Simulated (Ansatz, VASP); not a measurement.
## W: VASP beside Ansatz

The input INCAR:

```
SYSTEM = W
ALGO = Fast ; EDIFF = 1E-6
ENCUT = 520 ; GGA = PE
ISIF = 2 ; ISMEAR = 0
LASPH = .True. ; LCHARG = .True.
LELF = .True. ; LREAL = .False.
LVHAR = .True. ; LWAVE = .False.
NBANDS = 13 ; NELM = 100
PREC = Accurate ; SIGMA = 0.15
```

Contents of KPOINTS:

```
k-points
0
Gamma
  20 20 20
  0 0 0
```

File POSCAR:

```
W
1.0
   -1.6372325000      1.6372325000      1.6771650000
    1.6372325000     -1.6372325000      1.6771650000
    1.6372325000      1.6372325000     -1.6771650000
W
1
Direct
    0.0000000000      0.0000000000      0.0000000000
```

Input for Ansatz:

```yaml
crystal:
  lattice:
    - [-1.6372325, 1.6372325, 1.677165]
    - [1.6372325, -1.6372325, 1.677165]
    - [1.6372325, 1.6372325, -1.677165]
  atoms:
    - { symbol: W, position: [0.0, 0.0, 0.0] }
basis:
  ecutwfc: 420
kpoints:
  mp_grid: { grid: [20, 20, 20] }
hamiltonian:
  xc: pbe
scf:
  occupations: { method: gaussian, width: 0.15 }
output:
  forces: true
  stress: true
  eigenvalues: true
```

Change from the starting cell: strain +0.025 along x and y, +0.050 along z, atoms carried along.

Alike in both runs: task single point; functional PBE; k mesh 20 × 20 × 20; occupations gaussian, width 0.15 eV; no spin polarisation.

```csv
,VASP,Ansatz
version,VASP 6.6.1,Ansatz 0.2.0
potentials or method,"VASP PAW PBE potentials, release 64 (W_sv), cutoff 520 eV","scalar-relativistic, plane waves, PAW"
valence electrons in the cell,14,14
```

```csv
,VASP,Ansatz,Ansatz less VASP
gap on the k mesh at the Fermi level (eV),none,none,-
pressure (GPa),-25.8,-26.1,-0.26
"traceless stress, the component that is largest in VASP (GPa)",-3.96,-3.96,-0.005
```

A gap of «none» marks a metal or a gap that the smearing closes. With one functional, cell and mesh, what is left measures potentials, basis and numerics.

Spin-orbit coupling is off throughout.
